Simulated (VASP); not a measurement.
# P in VASP: single point with PBE+D3(BJ)

Aim: the single point of P with PBE+D3(BJ).

Everything below comes from runs of VASP 6.6.1. Logs are shortened: lines on timing, memory, paths and dates and some standing lists are left out, and cuts for length are marked.

**1. The cell of the first run**

The cell holds a slab with vacuum, 8 atoms: a = 3.296 Å, b = 4.439 Å, c = 21.746 Å, α = 90.00°, β = 90.00°, γ = 90.00°.

**2. Single point, PBE+D3(BJ) (layers slid over each other)**

File INCAR:

```
  PREC = Accurate
  ENCUT = 520
  EDIFF = 1E-6
  ISMEAR = 0
  SIGMA = 0.05
  LREAL = False
  LASPH = True
  NELM = 80
  ALGO = Normal
  ISIF = 2
  LWAVE = False
  LCHARG = False
  LDIPOL = True
  IDIPOL = 3
  DIPOL = 0.5 0.5 0.390
  GGA = PE
  IVDW = 12
  NBANDS = 30
```

File KPOINTS:

```
Automatic mesh
0
Gamma
  8 6 1
```

File POSCAR:

```
P
1.0
    3.2961869629      0.0000000000      0.0000000000
    0.0000000000      4.4391557027      0.0000000000
    0.0000000000      0.0000000000     21.7461973615
P
8
Direct
    0.5000000000      0.9174951453      0.2069327306
    0.0000000000      0.5825048547      0.2069327306
    0.5000000000      0.0825048547      0.3045635322
    0.0000000000      0.4174951453      0.3045635322
    0.7500000000      0.5825048547      0.4751680723
    1.2500000000      0.9174951453      0.4751680723
    0.7500000000      1.4174951453      0.5727988740
    1.2500000000      1.0825048547      0.5727988740
```

Potentials or basis: VASP PAW PBE potentials, release 64 (P).

Command:

```
$ cat potpaw_PBE.64/P/POTCAR > POTCAR
$ mpirun -np 1 vasp_std > vasp.out
```

OUTCAR:

```text
PREC = Accurate
   ENCUT = 520
   EDIFF = 1E-6
   ISMEAR = 0
   LREAL = False
   LASPH = True
   NELM = 80
   ISIF = 2
   GGA = PE
   IVDW = 12
 IVDW          = 12

 ion  position               nearest neighbor table
   1  0.500  0.917  0.207-   2 2.22   2 2.22   3 2.25
   2  0.000  0.583  0.207-   1 2.22   1 2.22   4 2.25
   3  0.500  0.083  0.305-   4 2.22   4 2.22   1 2.25
   4  0.000  0.417  0.305-   3 2.22   3 2.22   2 2.25
   5  0.750  0.583  0.475-   6 2.22   6 2.22   7 2.25
   6  0.250  0.917  0.475-   5 2.22   5 2.22   8 2.25
   7  0.750  0.417  0.573-   8 2.22   8 2.22   5 2.25
   8  0.250  0.083  0.573-   7 2.22   7 2.22   6 2.25

  LATTYP: Found a simple orthorhombic cell.
 ALAT       =     3.2961869629
 B/A-ratio  =     1.3467548269
 C/A-ratio  =     6.5973798229

  Lattice vectors:

 A1 = (   3.2961869629,   0.0000000000,   0.0000000000)
 A2 = (   0.0000000000,   4.4391557027,   0.0000000000)
 A3 = (   0.0000000000,   0.0000000000,  21.7461973615)

Analysis of symmetry for initial positions (statically):
=====================================================================
 Subroutine PRICEL returns:
 Original cell was already a primitive cell.

 Routine SETGRP: Setting up the symmetry group for a
 simple orthorhombic supercell.

 Subroutine GETGRP returns: Found  4 space group operations
 (whereof  1 operations were pure point group operations)
 out of a pool of  8 trial point group operations.

The static configuration has the point symmetry C_1 .
 The point group associated with its full space group is C_2h.

Analysis of symmetry for dynamics (positions and initial velocities):
=====================================================================
 Subroutine PRICEL returns:
 Original cell was already a primitive cell.

 Routine SETGRP: Setting up the symmetry group for a
 simple orthorhombic supercell.

 Subroutine GETGRP returns: Found  4 space group operations
 (whereof  1 operations were pure point group operations)
 out of a pool of  8 trial point group operations.

The dynamic configuration has the point symmetry C_1 .
 The point group associated with its full space group is C_2h.

 Subroutine INISYM returns: Found  4 space group operations
 (whereof  1 operations are pure point group operations),
 and found     1 'primitive' translations

----------------------------------------------------------------------------------------

                                     Primitive cell

  volume of cell :     318.1966

  direct lattice vectors                    reciprocal lattice vectors
     3.296186963  0.000000000  0.000000000     0.303380849  0.000000000  0.000000000
     0.000000000  4.439155703  0.000000000     0.000000000  0.225268062  0.000000000
     0.000000000  0.000000000 21.746197361     0.000000000  0.000000000  0.045985051

  length of vectors
     3.296186963  4.439155703 21.746197361     0.303380849  0.225268062  0.045985051

  position of ions in fractional coordinates (direct lattice)
     0.500000000  0.917495145  0.206932731
     0.000000000  0.582504855  0.206932731
     0.500000000  0.082504855  0.304563532
     0.000000000  0.417495145  0.304563532
     0.750000000  0.582504855  0.475168072
     0.250000000  0.917495145  0.475168072
     0.750000000  0.417495145  0.572798874
     0.250000000  0.082504855  0.572798874

  ion indices of the primitive-cell ions
   primitive index   ion index
                 1           1
                 2           2
                 3           3
                 4           4
                 5           5
                 6           6
                 7           7
                 8           8

----------------------------------------------------------------------------------------

 KPOINTS: Automatic mesh

Automatic generation of k-mesh.
 Grid dimensions read from file:
 generate k-points for:    8    6    1

 Generating k-lattice:

  Cartesian coordinates                     Fractional coordinates (reciprocal lattice)
     0.037922606  0.000000000  0.000000000     0.125000000  0.000000000  0.000000000
     0.000000000  0.037544677  0.000000000     0.000000000  0.166666667  0.000000000
     0.000000000  0.000000000  0.045985051     0.000000000  0.000000000  1.000000000

  Length of vectors
     0.037922606  0.037544677  0.045985051

  Shift w.r.t. Gamma in fractional coordinates (k-lattice)
     0.000000000  0.000000000  0.000000000

 Subroutine IBZKPT returns following result:
 ===========================================

 Found     20 irreducible k-points:

 Following reciprocal coordinates:
            Coordinates               Weight
  0.000000  0.000000  0.000000      1.000000
  0.125000  0.000000  0.000000      2.000000
  0.250000  0.000000  0.000000      2.000000
  0.375000  0.000000  0.000000      2.000000
  0.500000  0.000000  0.000000      1.000000
  0.000000  0.166667  0.000000      2.000000
[... 12 lines left out ...]
  0.375000  0.500000  0.000000      2.000000
  0.500000  0.500000  0.000000      1.000000
   k-points           NKPTS =     20   k-points in BZ     NKDIM =     20   number of bands    NBANDS=     30
   number of dos      NEDOS =    301   number of ions     NIONS =      8
   total plane-waves  NPLWV = 163296
   dimension x,y,z NGX =    28 NGY =   36 NGZ =  162
   dimension x,y,z NGXF=    56 NGYF=   72 NGZF=  324
   ions per type =               8
   NGX,Y,Z   is equivalent  to a cutoff of  14.12, 13.48, 12.38 a.u.
   NGXF,Y,Z  is equivalent  to a cutoff of  28.24, 26.96, 24.77 a.u.
 SYSTEM =  unknown system
   PREC   = accura    normal or accurate (medium, high low for compatibility)
   ISTART =      0    job   : 0-new  1-cont  2-samecut
   ICHARG =      2    charge: 1-file 2-atom 10-const
   ISPIN  =      1    spin polarized calculation?
   LNONCOLLINEAR =      F non collinear calculations
   LSORBIT =      F    spin-orbit coupling
   LASPH  =      T    aspherical Exc in radial PAW
   ENCUT  =  520.0 eV  38.22 Ry    6.18 a.u.   6.13  8.25 40.43*2*pi/ulx,y,z
   NELM   =     80;   NELMIN=  2; NELMDL= -5     # of ELM steps
   EDIFF  = 0.1E-05   stopping-criterion for ELM
   LREAL  =      F    real-space projection
   EDIFFG = 0.1E-04   stopping-criterion for IOM
   NSW    =      0    number of steps for IOM
   IBRION =     -1    ionic relax: 0-MD 1-quasi-New 2-CG
   NFREE  =      0    steps in history (QN), initial steepest desc. (CG)
   ISIF   =      2    stress and relaxation
   ISYM   =      2    0-nonsym 1-usesym 2-fastsym
   POTIM  = 0.5000    time-step for ionic-motion
   TEBEG  =    0.0;   TEEND  =   0.0 temperature during run
   PSTRESS=    0.0 pullay stress
   NELECT =      40.0000    total number of electrons
   NUPDOWN=      -1.0000    fix difference up-down
   EMIN   =  10.00;   EMAX   =-10.00  energy-range for DOS
   EFERMI =   0.00;   METHOD = LEGACY
   ISMEAR =     0;   SIGMA  =   0.05  broadening in eV -4-tet -1-fermi 0-gaus
   EFERMI_NEDOS =   21; number of points for ismear=-14 and -15
   IALGO  =     38    algorithm
   IMIX   =      4    mixing-type and parameters
     AMIX     =   0.40;   BMIX     =  1.00
     AMIX_MAG =   1.60;   BMIX_MAG =  1.00
  volume/ion in A,a.u.               =      39.77       268.41
  Fermi-wavevector in a.u.,A,eV,Ry     =   0.820093  1.549751  9.150627  0.672552
  Thomas-Fermi vector in A             =   1.931014
   LORBIT       =      0    0 simple, 1 ext, 2 COOP (PROOUT), +10 PAW based schemes
   GGA     = PE    functional components
   LHFCALC =     F    Hartree Fock is set to
   AEXX    =    0.0000 exact exchange contribution
   IVDW    =    12    specifies the selected vdW correction
   LEPSILON=     F    determine dielectric tensor
   LRPA    =     F    only Hartree local field effects (RPA)
 non-spin polarized calculation
 Gauss-broadening in eV      SIGMA  =   0.05
  energy-cutoff  :      520.00
  volume of cell :      318.20
 maximum number of plane-waves:      8606
 NGX is ok and might be reduce to    28
   NGX = 13   NGY = 17   NGZ = 81

 dipolmoment           0.000000      0.000000      0.000010 electrons x Angstroem

 number of electron      39.9999998 magnetization

 dipolmoment           0.000000      0.000000     -0.000001 electrons x Angstroem

 Free energy of the ion-electron system (eV)
  ---------------------------------------------------
  ext. energy  EPLUGINS =         0.00000000
  ---------------------------------------------------
  free energy    TOTEN  =       -42.92643661 eV

  energy without entropy =      -42.92643661  energy(sigma->0) =      -42.92643661

 E-fermi :   0.7291     XC(G=0):  -5.3107

 val. band max:        0.5231738347   @ k =   0.0000   0.0000   0.0000
 cond. band min:       0.9345889055   @ k =   0.0000   0.0000   0.0000
 fundamental gap:      0.4114150708
 Fermi energy:         0.7290883892

 k-point     1 :       0.0000    0.0000    0.0000
  band No.  band energies     occupation
      1     -14.8368      2.00000
      2     -14.8012      2.00000
      3     -12.2553      2.00000
      4     -12.1606      2.00000
      5      -8.7049      2.00000
      6      -8.6810      2.00000
[... 22 lines left out ...]
     29       4.7126      0.00000
     30       4.7306      0.00000

 k-point     2 :       0.1250    0.0000    0.0000
  band No.  band energies     occupation
      1     -14.6498      2.00000
      2     -14.6144      2.00000
      3     -12.0607      2.00000
      4     -11.9661      2.00000
      5      -8.8228      2.00000
      6      -8.8013      2.00000
[... 22 lines left out ...]
     29       4.9090      0.00000
     30       4.9309      0.00000

 k-point     3 :       0.2500    0.0000    0.0000
  band No.  band energies     occupation
      1     -14.0944      2.00000
      2     -14.0598      2.00000
      3     -11.4796      2.00000
      4     -11.3857      2.00000
      5      -9.4141      2.00000
      6      -9.3946      2.00000
[... 550 lines left out ...]
     29       5.7799      0.00000
     30       5.7799      0.00000

 k-point    20 :       0.5000    0.5000    0.0000
  band No.  band energies     occupation
      1     -11.5587      2.00000
      2     -11.5587      2.00000
      3     -11.5403      2.00000
      4     -11.5403      2.00000
      5      -9.5094      2.00000
      6      -9.5094      2.00000
[... 22 lines left out ...]
     29       5.7921      0.00000
     30       5.7923      0.00000

------------------------ aborting loop because EDIFF is reached ----------------------------------------

 vacuum level on the upper side and lower side of the slab       (xc-potential included)        -0.150        -0.151

 Edisp (eV)   -2.28132

 E8    (eV) :    -0.8927

  FORCE on cell =-STRESS in cart. coord.  units (eV):
  Direction    XX          YY          ZZ          XY          YZ          ZX
  --------------------------------------------------------------------------------------
  -------------------------------------------------------------------------------------
  Total      -0.59356    -0.74598    -1.14494     0.00000     0.00000    -0.13432
  in kB      -2.98868    -3.75612    -5.76498     0.00000     0.00000    -0.67631
  external pressure =       -4.17 kB  Pullay stress =        0.00 kB

 VOLUME and BASIS-vectors are now :
 -----------------------------------------------------------------------------
  energy-cutoff  :      520.00
  volume of cell :      318.20
      direct lattice vectors                 reciprocal lattice vectors
     3.296186963  0.000000000  0.000000000     0.303380849  0.000000000  0.000000000
     0.000000000  4.439155703  0.000000000     0.000000000  0.225268062  0.000000000
     0.000000000  0.000000000 21.746197361     0.000000000  0.000000000  0.045985051

 POSITION                                       TOTAL-FORCE (eV/Angst)
 -----------------------------------------------------------------------------------
      1.64809      4.07290      4.50000         0.006111     -0.035423      0.037531
      0.00000      2.58583      4.50000         0.006111      0.035423      0.037531
      1.64809      0.36625      6.62310         0.005108      0.000562      0.066841
      0.00000      1.85333      6.62310         0.005108     -0.000562      0.066841
      2.47214      2.58583     10.33310        -0.005108      0.000562     -0.066841
      0.82405      4.07290     10.33310        -0.005108     -0.000562     -0.066841
      2.47214      1.85333     12.45620        -0.006111     -0.035423     -0.037531
      0.82405      0.36625     12.45620        -0.006111      0.035423     -0.037531
 -----------------------------------------------------------------------------------
    total drift:                               -0.000000     -0.000000     -0.000001

  FREE ENERGIE OF THE ION-ELECTRON SYSTEM (eV)
  ---------------------------------------------------
  free  energy   TOTEN  =       -45.2077547920 eV

  energy  without entropy=      -45.2077547920  energy(sigma->0) =      -45.20775479

 vacuum level on the upper side and lower side of the slab         5.134         5.133
```

It took 6 min on 1 thread of AMD EPYC 7R43 (Zen 3), shared host; peak memory 0.39 GiB.

Results:

```
Free energy                : -45.2078 eV
Largest force              : 0.067 eV/Å
Band gap on the k mesh     : 0.41 eV
Dispersion energy per atom : -0.285 eV
```

Forces on the atoms (eV/Å):
```
P    0.006 -0.035  0.038
P    0.006  0.035  0.038
P    0.005  0.001  0.067
P    0.005 -0.001  0.067
P   -0.005  0.001 -0.067
P   -0.005 -0.001 -0.067
P   -0.006 -0.035 -0.038
P   -0.006  0.035 -0.038
```

Caveat: the cell differs from its parent crystal (layers slid over each other).
